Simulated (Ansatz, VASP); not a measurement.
One calculation of Na, two programs

INCAR

```
SYSTEM = Na
  ALGO = Normal
  EDIFF = 1E-6
  ENCUT = 520
  GGA = RE
  ISIF = 2
  ISMEAR = -1
  LASPH = .TRUE.
  LCHARG = .FALSE.
  LREAL = .FALSE.
  LWAVE = .FALSE.
  NBANDS = 22
  NELM = 80
  PREC = Accurate
  SIGMA = 0.1
```

KPOINTS

```
k-points
0
G
  11 11 3
  0 0 0
```

The input POSCAR:

```
Na
1.0
    3.8757587606      0.0000000000      0.0000000000
   -1.9378793803      3.3565055456      0.0000000000
    0.0000000000      0.0000000000     12.6008052960
Na
4
Direct
    1.0000000000      1.0000000000      0.0000000000
    1.0000000000      1.0000000000      0.5000000000
    0.3333333333      0.6666666667      0.2500000000
    0.6666666667      0.3333333333      0.7500000000
```

Input for Ansatz:

```yaml
crystal:
  lattice:
    - [3.8757587606, 0.0, 0.0]
    - [-1.9378793803, 3.3565055456, 0.0]
    - [0.0, 0.0, 12.600805296]
  atoms:
    - { symbol: Na, position: [1.0, 1.0, 0.0] }
    - { symbol: Na, position: [1.0, 1.0, 0.5] }
    - { symbol: Na, position: [0.3333333333, 0.6666666667, 0.25] }
    - { symbol: Na, position: [0.6666666667, 0.3333333333, 0.75] }
hamiltonian:
  xc: revpbe
  pseudopotentials:
    kind: paw
    azcp:
      Na: "pseudopotentials/Na.paw.azcp"
basis:
  ecutwfc: 420
  fft_grid_basis: typed
kpoints:
  mp_grid: { grid: [11, 11, 3], shift: [0, 0, 0] }
magnetization:
  spin_polarized: false
scf:
  occupations: { method: fermi_dirac, width: 0.1 }
  lower_state_search: "off"
output:
  stress: true
```

Alike in both runs: task single point; functional revPBE; k mesh 11 × 11 × 3; occupations fermi-dirac, width 0.1 eV; no spin polarisation.

```csv
,VASP,Ansatz
version,VASP 6.6.1,Ansatz 0.2.0
potentials or method,"VASP PAW PBE potentials, release 64 (Na_pv), cutoff 520 eV","plane waves (420 eV) with PAW, scalar-relativistic"
valence electrons in the cell,28,36
```

VASP gave:

```
pressure (GPa)                                                : -0.2
traceless stress, the component that is largest in VASP (GPa) : 0.10
```

Task: Estimate Ansatz's values.

Result: Pressure (GPa): -0.2; traceless stress, the component that is largest in VASP (GPa): 0.11.

VASP's potentials were made for PBE, not for revPBE. VASP's potentials hold 28 valence electrons a cell and Ansatz's 36, so a difference there can come from the potentials and not from the codes.
